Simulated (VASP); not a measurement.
# BaZnPF (P4/nmm) in VASP: single point with PBE

Aim: the single point of BaZnPF with PBE.

Program: VASP 6.6.1. These are calculated values, not measurements. Logs are shortened: lines on timing, memory, paths and dates and some standing lists are left out, and cuts for length are marked.

**1. The cell of the first run**

The structure is tetragonal, space group P4/nmm (No. 129). The conventional cell has a = 4.156 Å, b = 4.156 Å, c = 9.457 Å, α = 90.00°, β = 90.00°, γ = 90.00°. Ba (site symmetry 4mm) has 4 F at 2.63 Å and 4 P at 3.40 Å within 3.5 Å. Zn (site symmetry -4m2) has 4 P at 2.51 Å and 4 Zn at 2.94 Å within 3.3 Å. P (site symmetry 4mm) has 4 Zn at 2.51 Å and 4 Ba at 3.40 Å within 3.5 Å. F (site symmetry -4m2) has 4 Ba at 2.63 Å and 4 F at 2.94 Å within 3.5 Å.

**2. Single point, PBE**

File INCAR:

```
SYSTEM = BaZnPF
  PREC = Accurate
  ENCUT = 520
  EDIFF = 1E-7
  ISMEAR = -1
  SIGMA = 0.05
  LREAL = .FALSE.
  LASPH = .TRUE.
  NELM = 100
  ALGO = Normal
  ISIF = 2
  LWAVE = .FALSE.
  LCHARG = .FALSE.
  GGA = PE
  NBANDS = 44
```

File KPOINTS:

```
regular mesh
0
G
  8 8 4
  0 0 0
```

File POSCAR:

```
BaZnPF
1.0
    4.1563400000      0.0000000000      0.0000000000
    0.0000000000      4.1563400000      0.0000000000
    0.0000000000      0.0000000000      9.4574300000
Ba Zn P F
2 2 2 2
Direct
    0.5000000000      0.0000000000      0.3304180853
    0.0000000000      0.5000000000      0.6695819147
    0.5000000000      0.5000000000      0.0000000000
    0.0000000000      0.0000000000      0.0000000000
    0.0000000000      0.5000000000      0.1492411421
    0.5000000000      0.0000000000      0.8507588579
    0.5000000000      0.5000000000      0.5000000000
    0.0000000000      0.0000000000      0.5000000000
```

Potentials or basis: VASP PAW PBE potentials, release 64 (Ba_sv, Zn, P, F).

Launch:

```sh
$ cat potpaw_PBE.64/Ba_sv/POTCAR potpaw_PBE.64/Zn/POTCAR potpaw_PBE.64/P/POTCAR potpaw_PBE.64/F/POTCAR > POTCAR
$ mpirun -np 1 vasp_std > vasp.out
```

OUTCAR:

```text
SYSTEM = BaZnPF
   PREC = Accurate
   ENCUT = 520
   EDIFF = 1E-7
   ISMEAR = -1
   LREAL = .FALSE.
   LASPH = .TRUE.
   NELM = 100
   ISIF = 2
   GGA = PE

 ion  position               nearest neighbor table
   1  0.500  0.000  0.330-   7 2.63   8 2.63   7 2.63   8 2.63   5 3.40   5 3.40   5 3.40   5 3.40
                             4 3.75   3 3.75   4 3.75   3 3.75   2 4.35   2 4.35   2 4.35   2 4.35
   2  0.000  0.500  0.670-   7 2.63   8 2.63   8 2.63   7 2.63   6 3.40   6 3.40   6 3.40   6 3.40
                             3 3.75   4 3.75   4 3.75   3 3.75   1 4.35   1 4.35   1 4.35   1 4.35
   3  0.500  0.500  0.000-   5 2.51   6 2.51   6 2.51   5 2.51   4 2.94   4 2.94   4 2.94   4 2.94
                             2 3.75   1 3.75   2 3.75   1 3.75
   4  0.000  0.000  0.000-   5 2.51   6 2.51   5 2.51   6 2.51   3 2.94   3 2.94   3 2.94   3 2.94
                             1 3.75   2 3.75   2 3.75   1 3.75
   5  0.000  0.500  0.149-   3 2.51   4 2.51   4 2.51   3 2.51   1 3.40   1 3.40   1 3.40   1 3.40

   6  0.500  0.000  0.851-   3 2.51   4 2.51   3 2.51   4 2.51   2 3.40   2 3.40   2 3.40   2 3.40

   7  0.500  0.500  0.500-   1 2.63   2 2.63   1 2.63   2 2.63
   8  0.000  0.000  0.500-   1 2.63   2 2.63   2 2.63   1 2.63

  LATTYP: Found a simple tetragonal cell.
 ALAT       =     4.1563400000
 C/A-ratio  =     2.2754226074

  Lattice vectors:

 A1 = (   4.1563400000,   0.0000000000,   0.0000000000)
 A2 = (   0.0000000000,   4.1563400000,   0.0000000000)
 A3 = (   0.0000000000,   0.0000000000,   9.4574300000)

Analysis of symmetry for initial positions (statically):
=====================================================================
 Subroutine PRICEL returns:
 Original cell was already a primitive cell.

 Routine SETGRP: Setting up the symmetry group for a
 simple tetragonal supercell.

 Subroutine GETGRP returns: Found 16 space group operations
 (whereof  8 operations were pure point group operations)
 out of a pool of 16 trial point group operations.

The static configuration has the point symmetry D_2d.
 The point group associated with its full space group is D_4h.

Analysis of symmetry for dynamics (positions and initial velocities):
=====================================================================
 Subroutine PRICEL returns:
 Original cell was already a primitive cell.

 Routine SETGRP: Setting up the symmetry group for a
 simple tetragonal supercell.

 Subroutine GETGRP returns: Found 16 space group operations
 (whereof  8 operations were pure point group operations)
 out of a pool of 16 trial point group operations.

[... 115 lines left out ...]
   EDIFFG = 0.1E-05   stopping-criterion for IOM
   NSW    =      0    number of steps for IOM
   IBRION =     -1    ionic relax: 0-MD 1-quasi-New 2-CG
   NFREE  =      0    steps in history (QN), initial steepest desc. (CG)
   ISIF   =      2    stress and relaxation
   ISYM   =      2    0-nonsym 1-usesym 2-fastsym
   POTIM  = 0.5000    time-step for ionic-motion
   TEBEG  =    0.0;   TEEND  =   0.0 temperature during run
   PSTRESS=    0.0 pullay stress
   NELECT =      68.0000    total number of electrons
   NUPDOWN=      -1.0000    fix difference up-down
   EMIN   =  10.00;   EMAX   =-10.00  energy-range for DOS
   EFERMI =   0.00;   METHOD = LEGACY
   ISMEAR =    -1;   SIGMA  =   0.05  broadening in eV -4-tet -1-fermi 0-gaus
   EFERMI_NEDOS =   21; number of points for ismear=-14 and -15
   IALGO  =     38    algorithm
   IMIX   =      4    mixing-type and parameters
     AMIX     =   0.40;   BMIX     =  1.00
     AMIX_MAG =   1.60;   BMIX_MAG =  1.00
  volume/ion in A,a.u.               =      20.42       137.82
  Fermi-wavevector in a.u.,A,eV,Ry     =   1.222304  2.309820 20.327486  1.494028
  Thomas-Fermi vector in A             =   2.357456
   LORBIT       =      0    0 simple, 1 ext, 2 COOP (PROOUT), +10 PAW based schemes
   GGA     = PE    functional components
   LHFCALC =     F    Hartree Fock is set to
   AEXX    =    0.0000 exact exchange contribution
   IVDW    =     0    specifies the selected vdW correction
   LEPSILON=     F    determine dielectric tensor
   LRPA    =     F    only Hartree local field effects (RPA)
 non-spin polarized calculation
  energy-cutoff  :      520.00
  volume of cell :      163.38
 maximum number of plane-waves:      4430
 NGX is ok and might be reduce to    32
   NGX = 15   NGY = 15   NGZ = 35

 number of electron      67.9999990 magnetization

 Free energy of the ion-electron system (eV)
  ---------------------------------------------------
  ext. energy  EPLUGINS =         0.00000000
  ---------------------------------------------------
  free energy    TOTEN  =       -35.39250994 eV

  energy without entropy =      -35.39224498  energy(sigma->0) =      -35.39237746

 E-fermi :   3.4961     XC(G=0):  -9.7266

 val. band max:        3.2255263298   @ k =   0.0000   0.0000   0.0000
 cond. band min:       3.6660696064   @ k =   0.0000   0.0000   0.0000
 fundamental gap:      0.4405432766
 Fermi energy:         3.4960636714

 k-point     1 :       0.0000    0.0000    0.0000
  band No.  band energies     occupation
      1     -24.1460      2.00000
      2     -23.9524      2.00000
      3     -20.2172      2.00000
      4     -20.0783      2.00000
      5      -9.2979      2.00000
      6      -9.2771      2.00000
[... 1117 lines left out ...]
     43       8.9993      0.00000
     44       8.9993      0.00000

 [... further k-points ...]
[... 5 lines left out ...]
  --------------------------------------------------------------------------------------
  -------------------------------------------------------------------------------------
  Total        1.5899539      1.5899539      1.7729525      0.0000000      0.0000000      0.0000000
  in kB       15.5919292     15.5919292     17.3865102      0.0000000      0.0000000      0.0000000
  external PRESSURE =      16.1901229 kB  Pullay stress =       0.0000000 kB

 VOLUME and BASIS-vectors are now :
 -----------------------------------------------------------------------------
  energy-cutoff  :      520.00
  volume of cell :      163.38
      direct lattice vectors                 reciprocal lattice vectors
     4.156340000  0.000000000  0.000000000     0.240596294  0.000000000  0.000000000
     0.000000000  4.156340000  0.000000000     0.000000000  0.240596294  0.000000000
     0.000000000  0.000000000  9.457430000     0.000000000  0.000000000  0.105736971

 POSITION                                       TOTAL-FORCE (eV/Angst)
 -----------------------------------------------------------------------------------
      2.07817      0.00000      3.12491         0.000000      0.000000     -0.147052
      0.00000      2.07817      6.33252         0.000000     -0.000000      0.147052
      2.07817      2.07817      0.00000        -0.000000      0.000000      0.000000
      0.00000      0.00000      0.00000         0.000000     -0.000000      0.000000
      0.00000      2.07817      1.41144         0.000000      0.000000     -0.019528
      2.07817      0.00000      8.04599         0.000000     -0.000000      0.019528
      2.07817      2.07817      4.72872         0.000000     -0.000000      0.000000
      0.00000      0.00000      4.72872         0.000000      0.000000      0.000000
 -----------------------------------------------------------------------------------
    total drift:                                0.000000     -0.000000     -0.000000

  FREE ENERGIE OF THE ION-ELECTRON SYSTEM (eV)
  ---------------------------------------------------
  free  energy   TOTEN  =       -35.3925099415 eV

  energy  without entropy=      -35.3922449830  energy(sigma->0) =      -35.39237746
```

OSZICAR:

```text
N       E                     dE             d eps       ncg     rms          rms(c)
DAV:   1     0.667527867896E+03    0.66753E+03   -0.31133E+04  3960   0.164E+03
DAV:   2     0.494543211746E+02   -0.61807E+03   -0.58233E+03  4288   0.404E+02
DAV:   3    -0.342493515758E+02   -0.83704E+02   -0.82684E+02  4444   0.159E+02
DAV:   4    -0.385670533599E+02   -0.43177E+01   -0.43002E+01  5408   0.313E+01
DAV:   5    -0.386989204142E+02   -0.13187E+00   -0.13179E+00  5724   0.543E+00    0.119E+01
DAV:   6    -0.353601944279E+02    0.33387E+01   -0.12727E+01  5400   0.429E+01    0.790E+00
DAV:   7    -0.354129212886E+02   -0.52727E-01   -0.29031E+00  4712   0.924E+00    0.431E+00
DAV:   8    -0.353908565037E+02    0.22065E-01   -0.19384E-01  4884   0.271E+00    0.126E+00
DAV:   9    -0.353898799730E+02    0.97653E-03   -0.46784E-02  5880   0.168E+00    0.250E-01
DAV:  10    -0.353912679642E+02   -0.13880E-02   -0.82461E-03  4616   0.440E-01    0.179E-01
DAV:  11    -0.353924364821E+02   -0.11685E-02   -0.18955E-03  4876   0.286E-01    0.590E-02
DAV:  12    -0.353924957469E+02   -0.59265E-04   -0.53013E-04  5584   0.162E-01    0.191E-02
DAV:  13    -0.353925085216E+02   -0.12775E-04   -0.56681E-05  4420   0.411E-02    0.101E-02
DAV:  14    -0.353925099010E+02   -0.13793E-05   -0.64880E-06  4964   0.138E-02    0.319E-03
DAV:  15    -0.353925101234E+02   -0.22240E-06   -0.14965E-06  4980   0.696E-03    0.128E-03
DAV:  16    -0.353925099429E+02    0.18046E-06   -0.20357E-07  3668   0.252E-03    0.570E-04
DAV:  17    -0.353925099415E+02    0.13597E-08   -0.40715E-08  2544   0.984E-04
   1 F= -.35392510E+02 E0= -.35392377E+02  d E =-.264958E-03
```

stdout:

```text
POSCAR found type information on POSCAR BaZnP F
 POSCAR found :  4 types and       8 ions
 scaLAPACK will be used
 LDA part: xc-table for (Slater+PW92), standard interpolation
 POSCAR, INCAR and KPOINTS ok, starting setup
 FFT: planning ... GRIDC
 FFT: planning ... GRID_SOFT
 FFT: planning ... GRID
 WAVECAR not read
 entering main loop
```

Run time: 4.2 min. Hardware: 1 thread of Intel Xeon Platinum 8259CL at 2.50GHz (Skylake/Cascade Lake), shared host; peak memory 0.45 GiB.

What came out:

| Quantity | Value |
| --- | --- |
| Free energy | -35.3925 eV |
| Pressure | 1.6 GPa |
| Largest force | 0.147 eV/Å |
| Band gap on the k mesh | 0.44 eV |

Forces on the atoms (eV/Å):
```
Ba   0.000  0.000 -0.147
Ba   0.000  0.000  0.147
Zn   0.000  0.000  0.000
Zn   0.000  0.000  0.000
P    0.000  0.000 -0.020
P    0.000  0.000  0.020
F    0.000  0.000  0.000
F    0.000  0.000  0.000
```

Levels at points of the mesh, in eV from the valence-band top:
```
           k point  band 30  band 31  band 32  band 33  band 34  band 35  band 36  band 37  band 38  band 39
(0.00, 0.00, 0.00)    -2.18    -2.18    -0.53     0.00     0.00     0.44     1.64     2.38     2.45     3.68
(0.50, 0.00, 0.00)    -4.31    -0.98    -0.98    -0.92    -0.92     2.04     2.04     3.02     3.02     3.90
(0.50, 0.50, 0.00)    -4.36    -2.47    -2.47    -2.34    -2.34     2.59     2.59     3.20     3.20     5.45
(0.00, 0.00, 0.50)    -2.18    -2.18    -0.80     0.00     0.00     0.56     1.77     1.86     3.03     3.80
(0.50, 0.00, 0.50)    -4.21    -0.97    -0.97    -0.91    -0.91     2.15     2.15     2.97     2.97     3.80
(0.50, 0.50, 0.50)    -4.35    -2.40    -2.40    -2.40    -2.40     2.72     2.72     3.29     3.29     4.84
```

Caveat: semilocal functionals underestimate gaps, and a narrow one can read as zero; spin-orbit coupling is left out, which moves the levels of the heavy elements. A k mesh can miss the band edges.
